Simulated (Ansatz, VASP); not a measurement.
**Two plane-wave programs on CsNaP2**

```xyz
8
Lattice="0.0000 4.0204 0.0000 0.0000 0.0000 7.1741 8.0408 0.0000 0.0000" Properties=species:S:1:pos:R:3 pbc="T T T"
Cs    0.0000    0.0000    3.5871
Cs    4.0204    4.0204    3.5871
Na    4.0204    0.0000    0.0000
Na    8.0408    0.0000    0.0000
P     2.0102    2.0102    1.0367
P     6.0306    2.0102    1.0367
P     2.0102    2.0102    6.1374
P     6.0306    2.0102    6.1374
```

Alike in both runs: task single point; functional PBE; k mesh 6 × 4 × 4; occupations gaussian, width 0.2 eV; no spin polarisation.

```csv
,VASP,Ansatz
version,VASP 6.6.1,Ansatz 0.2.0
potentials or method,"VASP PAW PBE potentials, release 64 (Cs_sv, Na_pv, P), cutoff 520 eV","scalar-relativistic, plane waves, PAW"
valence electrons in the cell,52,56
```

|  | VASP | Ansatz | Ansatz less VASP |
| --- | --- | --- | --- |
| gap on the k mesh at the Fermi level (eV) | none | none | - |
| pressure (GPa) | 0.0 | 0.0 | +0.03 |
| traceless stress, the component that is largest in VASP (GPa) | 0.27 | 0.20 | -0.063 |
| rms of the force components (eV/Å) | 0.025 | 0.000 | -0.0249 |

Atom by atom the forces differ by 0.025 eV/Å (rms over components). A gap of «none» marks a metal or a gap that the smearing closes. VASP's potentials hold 52 valence electrons a cell and Ansatz's 56, so a difference there can come from the potentials and not from the codes.

Neither program's run includes spin-orbit coupling.
